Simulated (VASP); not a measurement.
Set up this calculation in VASP 6.6.1, as the native input.

| Property | Result |
| --- | --- |
| Task | dielectric tensor |
| Functional | r2SCAN |
| Potentials or basis | VASP PAW PBE potentials, release 64 (Cd, Te) |
| Cutoff | 520 eV |
| k mesh | 6 × 6 × 6 |
| Occupations | gaussian, width 0.01 eV |
| Spin | no spin polarisation |
| Dipole correction | no |
| Further INCAR settings | ALGO = Normal; EDIFF = 1e-08 |

The structure of CdTe lies in POSCAR:

```
CdTe
1.0
    0.0000000000      3.2799551162      3.1815564627
    3.2799551162      0.0000000000      3.1815564627
    3.2799551162      3.2799551162      0.0000000000
Cd Te
1 1
Direct
    0.0000000000      0.0000000000      0.0000000000
    0.2500000000      0.2500000000      0.2500000000
```

This cell differs from its parent crystal: uniaxial z strain -3.0%.

The input as run:

INCAR

```
SYSTEM = CdTe
PREC = Accurate
ENCUT = 520
EDIFF = 1E-8
ISMEAR = 0
SIGMA = 0.01
LREAL = .False.
LASPH = .True.
NELM = 60
ALGO = Normal
ISIF = 2
LWAVE = .False.
LCHARG = .False.
METAGGA = R2SCAN
LMIXTAU = .True.
LCALCEPS = .True.
```

KPOINTS

```
Automatic mesh
0
Gamma
  6 6 6
  0 0 0
```

Potentials or basis: VASP PAW PBE potentials, release 64 (Cd, Te).

Command:

```sh
$ cat potpaw_PBE.64/Cd/POTCAR potpaw_PBE.64/Te/POTCAR > POTCAR
$ mpirun -np 1 vasp_std > vasp.out
```

Results of the run:

```
Band gap on the k mesh                  : 1.19 eV
Electronic dielectric tensor (diagonal) : 7.31, 7.31, 7.16
Born charges (mean of the diagonal)     : Cd +2.19; Te -2.19 e
```

Caveat: the cell differs from its parent crystal (uniaxial z strain -3.0%); spin-orbit coupling is left out, which moves the levels of the heavy elements.

It took 48 min on 1 thread of Intel(R) Xeon(R) Platinum 8488C (Sapphire Rapids), with other jobs on the host, peak memory 0.56 GiB.
